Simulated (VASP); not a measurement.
Wanted: the native input for a VASP 6.6.1 run.

```yaml
Task: single point
Functional: PBE
Potentials_or_basis: VASP PAW PBE potentials, release 64 (Se)
Cutoff: 520 eV
k_mesh: 22 × 20 × 14
Occupations: gaussian, width 0.1 eV
Spin: no spin polarisation
Dipole_correction: no
Further_INCAR_settings: ALGO = Normal; EDIFF = 1e-07; NBANDS = 9
```

The structure of Se lies in POSCAR:

```
Se
1.0
    2.6449831980      0.0000000000      0.1078014438
    0.0000000000      2.6297689448      0.0000000000
   -0.1338152498      0.0000000000      4.2340130024
Se
1
Direct
    0.0000000000      0.0000000000      0.5000000000
```

The cell was built from a structure type or drawn by symmetry, and may not be a known phase.

The input as run:

INCAR

```
  PREC = Accurate
  ENCUT = 520
  EDIFF = 1E-7
  ISMEAR = 0
  SIGMA = 0.1
  LREAL = F
  LASPH = T
  NELM = 60
  ALGO = Normal
  ISIF = 2
  LWAVE = F
  LCHARG = F
  GGA = PE
  NBANDS = 9
```

KPOINTS

```
Automatic mesh
0
Gamma
  22 20 14
```

Potentials or basis: VASP PAW PBE potentials, release 64 (Se).

Run with:

```bash
$ cat potpaw_PBE.64/Se/POTCAR > POTCAR
$ mpirun -np 1 vasp_std > vasp.out
```

Results of the run:

* Pressure: 0.0 GPa
* Band gap on the k mesh: zero (bands 3 and 4 overlap by 5.16 eV)

Wall time 3.6 min on 1 thread of Intel(R) Xeon(R) Platinum 8259CL CPU @ 2.50GHz (Skylake/Cascade Lake) (shared host), peak memory 0.51 GiB.
